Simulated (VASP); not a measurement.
## Pt: single point with LDA

The system is Pt.

```
Pt
1.0
     0.00000    1.94674    1.94674
     1.94674    0.00000    1.94674
     1.94674    1.94674    0.00000
Pt
1
Direct
  0.00000 0.00000 0.00000
```

```
Program                : VASP 6.6.1
Task                   : single point
Functional             : LDA
Potentials or basis    : VASP PAW LDA potentials, release 64 (Pt)
Cutoff                 : 520 eV
k mesh                 : 16 × 16 × 16
Occupations            : gaussian, width 0.1 eV
Spin                   : no spin polarisation
Dipole correction      : no
Further INCAR settings : ALGO = Fast; EDIFF = 1e-06; NBANDS = 11
```

The pressure is 0.8 GPa. The band gap on the k mesh is zero (bands 5 and 6 overlap by 2.31 eV).

Levels at points of the mesh, in eV from the Fermi level:
| k point | band 2 | band 3 | band 4 | band 5 | band 6 | band 7 | band 8 | band 9 |
| --- | --- | --- | --- | --- | --- | --- | --- | --- |
| (0.00, 0.00, 0.00) | -3.94 | -3.94 | -3.94 | -1.67 | -1.67 | 14.58 | 19.62 | 19.62 |
| (0.50, 0.00, 0.00) | -3.99 | -3.99 | -0.55 | 0.07 | 0.07 | 6.02 | 14.15 | 19.06 |
| (0.50, 0.50, 0.00) | -6.87 | 0.05 | 0.53 | 0.53 | 1.74 | 9.13 | 11.43 | 11.43 |

It took 37 s on 1 thread of Intel Xeon 8259CL, with other jobs on the host, peak memory 0.13 GiB.

Caveat: spin-orbit coupling is left out, which moves the levels of the heavy elements.
